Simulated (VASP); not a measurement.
Runs of VASP 6.6.1 on Yb3InC. It takes space group Pm-3m (No. 221, cubic). The conventional cell has a = 5.063 Å, b = 5.063 Å, c = 5.063 Å, α = 90.00°, β = 90.00°, γ = 90.00°. Yb (site symmetry 4/mmm) has 2 C at 2.53 Å within 3.3 Å. In (site symmetry m-3m) has 12 Yb at 3.58 Å and 8 C at 4.38 Å within 4.7 Å. C (site symmetry m-3m) has 6 Yb at 2.53 Å within 3.3 Å. 

| k mesh | gap on the mesh (eV) | pressure (GPa) |
| --- | --- | --- |
| 5 × 5 × 5 | none | (b) |
| 4 × 4 × 4 | none | (a) |
| 2 × 2 × 2 | none | -3.4 |
| 3 × 3 × 3 | none | -2.0 |
| 6 × 6 × 6 | none | -3.6 |

Alike in all rows: task single point; level PBE; potentials or basis VASP PAW PBE potentials, release 64 (Yb, In_d, C); no spin polarisation; cell as given; cutoff (eV) 600; smearing fermi-dirac 0.1 eV.

Problem. Estimate the missing entries.

Solution. (a) -3.8; (b) -2.5.

Caveats: some runs use coarse meshes; spin-orbit coupling is left out, which moves the levels of the heavy elements; the cell stands under tension (at least some runs).

A k mesh can miss the band edges, and the runs leave out spin-orbit coupling on In, Yb.

A gap of «none» marks levels without a gap at the run's occupations.
